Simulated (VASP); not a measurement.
# CdS: single point with HSE06

The system is CdS.

```xyz
2
Lattice="0.0000 2.9165 2.9165 2.9165 0.0000 2.9165 2.9165 2.9165 0.0000" Properties=species:S:1:pos:R:3 pbc="T T T"
Cd    0.0000    0.0000    0.0000
S     4.3748    4.3748    4.3748
```

- Program: VASP 6.6.1
- Task: single point
- Functional: HSE06
- Potentials or basis: VASP PAW PBE potentials, release 64 (Cd, S)
- Cutoff: 400 eV
- k mesh: 4 × 4 × 4
- Occupations: fermi-dirac, width 0.05 eV
- Spin: no spin polarisation
- Dipole correction: no
- Grid for exact exchange (PRECFOCK): Normal
- Further INCAR settings: ALGO = Normal; EDIFF = 1e-06; NBANDS = 16
- Share of exact exchange: 0.25
- Screening parameter: 0.2079 1/Å

| Property | Result |
| --- | --- |
| Pressure | 1.7 GPa |
| Band gap on the k mesh | 2.18 eV |

Levels at points of the mesh, in eV from the valence-band top:
```tsv
k point	band 5	band 6	band 7	band 8	band 9	band 10	band 11	band 12	band 13	band 14
(0.00, 0.00, 0.00)	-8.38	-8.38	0.00	0.00	0.00	2.18	7.70	7.70	7.70	12.76
(0.50, 0.00, 0.00)	-8.34	-7.96	-4.69	-0.80	-0.80	4.11	8.15	8.15	8.68	12.32
(0.50, 0.50, 0.00)	-8.29	-7.87	-4.22	-2.01	-2.01	4.44	5.47	10.56	12.28	12.28
```

Run time: 2.2 min on 1 thread of Intel(R) Xeon(R) 6975P-C (Granite Rapids), with other jobs on the host, peak memory 0.25 GiB.

Caveat: the k points lie up to 0.47 Å⁻¹ apart; the PAW data sets were made with another functional, which shifts forces and pressure a little.
